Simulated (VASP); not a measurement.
# LaScO3 (Pnma) in VASP: single point with PBE

Aim: the single point of LaScO3 with PBE.

All numbers are computed with VASP 6.6.1; they aren't measurements. Logs are shortened: lines on timing, memory, paths and dates and some standing lists are left out, and cuts for length are marked.

### 1 The cell of the first run

Symmetry: Pnma, No. 62, orthorhombic system. Conventional cell: a = 5.835 Å, b = 8.144 Å, c = 5.698 Å, α = 90.00°, β = 90.00°, γ = 90.00°. Within 3.2 Å of La (site symmetry m) lie 8 O at 2.39 to 2.91 Å. Within 2.8 Å of Sc (site symmetry -1) lie 6 O at 2.11 to 2.13 Å. Within 2.8 Å of O (site symmetry m) lie 2 Sc at 2.13 Å and 2 La at 2.39 to 2.53 Å. Within 3.2 Å of O (site symmetry 1) lie 2 Sc at 2.11 to 2.13 Å and 3 La at 2.42 to 2.91 Å and 9 O at 2.94 to 3.19 Å.

### 2 Single point, PBE

File INCAR:

```
PREC     = Accurate       # precision mode
ENCUT    = 600            # plane-wave cutoff, eV
EDIFF    = 1E-6           # SCF threshold, eV
ISMEAR   = -1             # smearing method
SIGMA    = 0.02           # smearing width, eV
LREAL    = False          # projectors in reciprocal space
LASPH    = True           # aspherical terms in the spheres
NELM     = 200            # most SCF steps
ALGO     = Normal         # electronic algorithm
ISIF     = 2              # what is computed and relaxed
LWAVE    = False          # write WAVECAR
LCHARG   = True           # write CHGCAR
GGA      = PE             # functional
LELF     = True           # ELF
LVHAR    = True         
NBANDS   = 96             # bands
GGA_COMPAT= False        
LMAXMIX  = 6              # l up to which the mixer works
```

File KPOINTS:

```
Automatic mesh
0
Gamma
  4 4 4
```

File POSCAR:

```
LaScO3
1.0
    5.8349584540      0.0000000000      0.0000000000
    0.0000000000      8.1438379833      0.0000000000
    0.0000000000      0.0000000000      5.6979003990
La Sc O
4 4 12
Direct
    0.9542961732      0.2500000000      0.0118377442
    0.5457038268      0.7500000000      0.5118377442
    0.4542961732      0.2500000000      0.4881622558
    0.0457038268      0.7500000000      0.9881622558
    0.5000000000      0.0000000000      0.0000000000
    0.0000000000      0.0000000000      0.5000000000
    0.0000000000      0.5000000000      0.5000000000
    0.5000000000      0.5000000000      0.0000000000
    0.5350151624      0.2500000000      0.8988808926
    0.9649848376      0.7500000000      0.3988808926
    0.0350151624      0.2500000000      0.6011191074
    0.4649848376      0.7500000000      0.1011191074
    0.2966662131      0.9461557951      0.7035303098
    0.2033337869      0.0538442049      0.2035303098
    0.7966662131      0.5538442049      0.7964696902
    0.7033337869      0.4461557951      0.2964696902
    0.7033337869      0.0538442049      0.2964696902
    0.7966662131      0.9461557951      0.7964696902
    0.2033337869      0.4461557951      0.2035303098
    0.2966662131      0.5538442049      0.7035303098
```

Potentials or basis: VASP PAW PBE potentials, release 64 (La, Sc_sv, O).

Started as:

```console
> cat potpaw_PBE.64/La/POTCAR potpaw_PBE.64/Sc_sv/POTCAR potpaw_PBE.64/O/POTCAR > POTCAR
> mpirun -np 1 vasp_std > vasp.out
```

OUTCAR:

```text
PREC = Accurate
   ENCUT = 600
   EDIFF = 1E-6
   ISMEAR = -1
   LREAL = False
   LASPH = True
   NELM = 200
   ISIF = 2
   GGA = PE

 ion  position               nearest neighbor table
   1  0.954  0.250  0.012-  11 2.39  14 2.42  19 2.42   9 2.53  17 2.71  16 2.71   5 3.34   8 3.34
                             7 3.46   6 3.46
   2  0.546  0.750  0.512-  12 2.39  13 2.42  20 2.42  10 2.53  18 2.71  15 2.71   6 3.34   7 3.34
                             5 3.46   8 3.46
   3  0.454  0.250  0.488-   9 2.39  16 2.42  17 2.42  11 2.53  14 2.71  19 2.71   6 3.34   7 3.34
                             5 3.46   8 3.46
   4  0.046  0.750  0.988-  10 2.39  15 2.42  18 2.42  12 2.53  13 2.71  20 2.71   5 3.34   8 3.34
                             7 3.46   6 3.46
   5  0.500  0.000  0.000-  13 2.11  17 2.11   9 2.13  12 2.13  18 2.13  14 2.13   1 3.34   4 3.34
                             3 3.46   2 3.46
   6  0.000  0.000  0.500-  14 2.11  18 2.11  10 2.13  11 2.13  17 2.13  13 2.13   2 3.34   3 3.34
                             1 3.46   4 3.46
   7  0.000  0.500  0.500-  19 2.11  15 2.11  10 2.13  11 2.13  16 2.13  20 2.13   2 3.34   3 3.34
                             1 3.46   4 3.46
   8  0.500  0.500  0.000-  20 2.11  16 2.11   9 2.13  12 2.13  15 2.13  19 2.13   1 3.34   4 3.34
                             3 3.46   2 3.46
   9  0.535  0.250  0.899-   5 2.13   8 2.13   3 2.39   1 2.53
  10  0.965  0.750  0.399-   6 2.13   7 2.13   4 2.39   2 2.53
  11  0.035  0.250  0.601-   6 2.13   7 2.13   1 2.39   3 2.53
  12  0.465  0.750  0.101-   5 2.13   8 2.13   2 2.39   4 2.53
  13  0.297  0.946  0.704-   5 2.11   6 2.13   2 2.42   4 2.71
  14  0.203  0.054  0.204-   6 2.11   5 2.13   1 2.42   3 2.71
  15  0.797  0.554  0.796-   7 2.11   8 2.13   4 2.42   2 2.71
  16  0.703  0.446  0.296-   8 2.11   7 2.13   3 2.42   1 2.71
  17  0.703  0.054  0.296-   5 2.11   6 2.13   3 2.42   1 2.71
  18  0.797  0.946  0.796-   6 2.11   5 2.13   4 2.42   2 2.71
  19  0.203  0.446  0.204-   7 2.11   8 2.13   1 2.42   3 2.71
  20  0.297  0.554  0.704-   8 2.11   7 2.13   2 2.42   4 2.71

  LATTYP: Found a simple orthorhombic cell.
 ALAT       =     5.6979003990
 B/A-ratio  =     1.0240541332
 C/A-ratio  =     1.4292699789

  Lattice vectors:

 A1 = (   0.0000000000,   0.0000000000,   5.6979003990)
 A2 = (   5.8349584540,   0.0000000000,   0.0000000000)
 A3 = (   0.0000000000,   8.1438379833,   0.0000000000)

Analysis of symmetry for initial positions (statically):
=====================================================================
 Subroutine PRICEL returns:
 Original cell was already a primitive cell.

 Routine SETGRP: Setting up the symmetry group for a
 simple orthorhombic supercell.

 Subroutine GETGRP returns: Found  8 space group operations
 (whereof  2 operations were pure point group operations)
[... 165 lines left out ...]
   NELECT =     160.0000    total number of electrons
   NUPDOWN=      -1.0000    fix difference up-down
   EMIN   =  10.00;   EMAX   =-10.00  energy-range for DOS
   EFERMI =   0.00;   METHOD = LEGACY
   ISMEAR =    -1;   SIGMA  =   0.02  broadening in eV -4-tet -1-fermi 0-gaus
   EFERMI_NEDOS =   21; number of points for ismear=-14 and -15
   IALGO  =     38    algorithm
   IMIX   =      4    mixing-type and parameters
     AMIX     =   0.40;   BMIX     =  1.00
     AMIX_MAG =   1.60;   BMIX_MAG =  1.00
  volume/ion in A,a.u.               =      13.54        91.36
  Fermi-wavevector in a.u.,A,eV,Ry     =   1.373792  2.596090 25.678327  1.887304
  Thomas-Fermi vector in A             =   2.499277
   LORBIT       =      0    0 simple, 1 ext, 2 COOP (PROOUT), +10 PAW based schemes
   GGA     = PE    functional components
   LHFCALC =     F    Hartree Fock is set to
   AEXX    =    0.0000 exact exchange contribution
   IVDW    =     0    specifies the selected vdW correction
   LEPSILON=     F    determine dielectric tensor
   LRPA    =     F    only Hartree local field effects (RPA)
 non-spin polarized calculation
  energy-cutoff  :      600.00
  volume of cell :      270.76
 maximum number of plane-waves:      9060
 NGX is ok and might be reduce to    48
   NGX = 23   NGY = 33   NGZ = 23

 number of electron     159.9999999 magnetization

 Free energy of the ion-electron system (eV)
  ---------------------------------------------------
  ext. energy  EPLUGINS =         0.00000000
  ---------------------------------------------------
  free energy    TOTEN  =      -174.76287114 eV

  energy without entropy =     -174.76287114  energy(sigma->0) =     -174.76287114

 E-fermi :   5.4318     XC(G=0): -10.9833

 val. band max:        4.9270370226   @ k =   0.0000   0.0000   0.0000
 cond. band min:       8.8450198709   @ k =   0.0000   0.0000   0.0000
 fundamental gap:      3.9179828483
 Fermi energy:         5.4318495441

 k-point     1 :       0.0000    0.0000    0.0000
  band No.  band energies     occupation
      1     -41.9991      2.00000
      2     -41.9967      2.00000
      3     -41.9944      2.00000
      4     -41.9920      2.00000
      5     -24.9718      2.00000
      6     -24.9447      2.00000
[... 2269 lines left out ...]
     91       9.8999      0.00000
     92       9.9001      0.00000

 [... further k-points ...]

 [bands above 92 left out]

------------------------ aborting loop because EDIFF is reached ----------------------------------------

  FORCE on cell =-STRESS in cart. coord.  units (eV):
  Direction    XX          YY          ZZ          XY          YZ          ZX
  --------------------------------------------------------------------------------------
  -------------------------------------------------------------------------------------
  Total        0.3218039      0.3247152      0.3319930      0.0000000      0.0000000      0.0000000
  in kB        1.9042331      1.9214603      1.9645258      0.0000000      0.0000000      0.0000000
  external PRESSURE =       1.9300731 kB  Pullay stress =       0.0000000 kB

 VOLUME and BASIS-vectors are now :
 -----------------------------------------------------------------------------
  energy-cutoff  :      600.00
  volume of cell :      270.76
      direct lattice vectors                 reciprocal lattice vectors
     5.834958454  0.000000000  0.000000000     0.171380826  0.000000000  0.000000000
     0.000000000  8.143837983  0.000000000     0.000000000  0.122792227  0.000000000
     0.000000000  0.000000000  5.697900399     0.000000000  0.000000000  0.175503243

 POSITION                                       TOTAL-FORCE (eV/Angst)
 -----------------------------------------------------------------------------------
      5.56828      2.03596      0.06745         0.002469      0.000000     -0.001323
      3.18416      6.10788      2.91640        -0.002469      0.000000     -0.001323
      2.65080      2.03596      2.78150         0.002469      0.000000      0.001323
      0.26668      6.10788      5.63045        -0.002469      0.000000      0.001323
      2.91748      0.00000      0.00000         0.000000      0.000000      0.000000
      0.00000      0.00000      2.84895         0.000000      0.000000      0.000000
[... 12 lines left out ...]
      1.18644      3.63342      1.15970        -0.014861     -0.031592     -0.023072
      1.73104      4.51042      4.00865         0.014861      0.031592     -0.023072
 -----------------------------------------------------------------------------------
    total drift:                                0.000000     -0.000000     -0.000000

  FREE ENERGIE OF THE ION-ELECTRON SYSTEM (eV)
  ---------------------------------------------------
  free  energy   TOTEN  =      -174.7628711389 eV

  energy  without entropy=     -174.7628711389  energy(sigma->0) =     -174.76287114
```

OSZICAR:

```text
N       E                     dE             d eps       ncg     rms          rms(c)
DAV:   1     0.326990079692E+04    0.32699E+04   -0.66204E+04  5424   0.279E+03
DAV:   2     0.100885570356E+04   -0.22610E+04   -0.21469E+04  6472   0.820E+02
DAV:   3     0.219848840131E+03   -0.78901E+03   -0.72850E+03  8256   0.428E+02
DAV:   4    -0.102575358155E+03   -0.32242E+03   -0.31015E+03  8712   0.207E+02
[... 12 lines left out ...]
DAV:  17    -0.174762872569E+03    0.87109E-05   -0.74552E-05 10256   0.456E-02    0.114E-02
DAV:  18    -0.174762874469E+03   -0.18990E-05   -0.17522E-05  8576   0.250E-02    0.123E-02
DAV:  19    -0.174762872338E+03    0.21309E-05   -0.83191E-06  7224   0.168E-02    0.628E-03
DAV:  20    -0.174762871194E+03    0.11437E-05   -0.63556E-06  5904   0.121E-02    0.128E-03
DAV:  21    -0.174762871139E+03    0.55057E-07   -0.73037E-07  3888   0.868E-03
   1 F= -.17476287E+03 E0= -.17476287E+03  d E =-.396576E-12
```

stdout:

```text
POSCAR found type information on POSCAR LaScO
 POSCAR found :  3 types and      20 ions
 scaLAPACK will be used
 -----------------------------------------------------------------------------
|                                                                             |
|                                                                             |
|     You have a (more or less) 'large supercell' and for larger cells it     |
|     might be more efficient to use real-space projection operators.         |
|     Therefore, try LREAL= Auto in the INCAR file.                           |
|     Mind: For very accurate calculation, you might also keep the            |
|     reciprocal projection scheme (i.e. LREAL=.FALSE.).                      |
|                                                                             |
 -----------------------------------------------------------------------------

 LDA part: xc-table for (Slater+PW92), standard interpolation
 POSCAR, INCAR and KPOINTS ok, starting setup
 FFT: planning ... GRIDC
 FFT: planning ... GRID_SOFT
 FFT: planning ... GRID
 WAVECAR not read
 entering main loop
```

Wall time 60 min (1 thread of Oxide Virtual Turin-like, shared host); peak memory 0.8 GiB.

What came out:

```
Free energy            : -174.7629 eV
Pressure               : 0.2 GPa
Largest force          : 0.043 eV/Å
Band gap on the k mesh : 3.92 eV
```

Forces in eV/Å, atoms in the order of the input:
```
La   0.002  0.000 -0.001
La  -0.002  0.000 -0.001
La   0.002  0.000  0.001
La  -0.002  0.000  0.001
Sc   0.000  0.000  0.000
Sc   0.000  0.000  0.000
Sc   0.000  0.000  0.000
Sc   0.000  0.000  0.000
O    0.015  0.000 -0.041
O   -0.015  0.000 -0.041
O    0.015  0.000  0.041
O   -0.015  0.000  0.041
O    0.015 -0.032 -0.023
O   -0.015  0.032 -0.023
O    0.015  0.032  0.023
O   -0.015 -0.032  0.023
O   -0.015  0.032  0.023
O    0.015 -0.032  0.023
O   -0.015 -0.032 -0.023
O    0.015  0.032 -0.023
```

Caveat: spin-orbit coupling is left out, which moves the levels of the heavy elements.
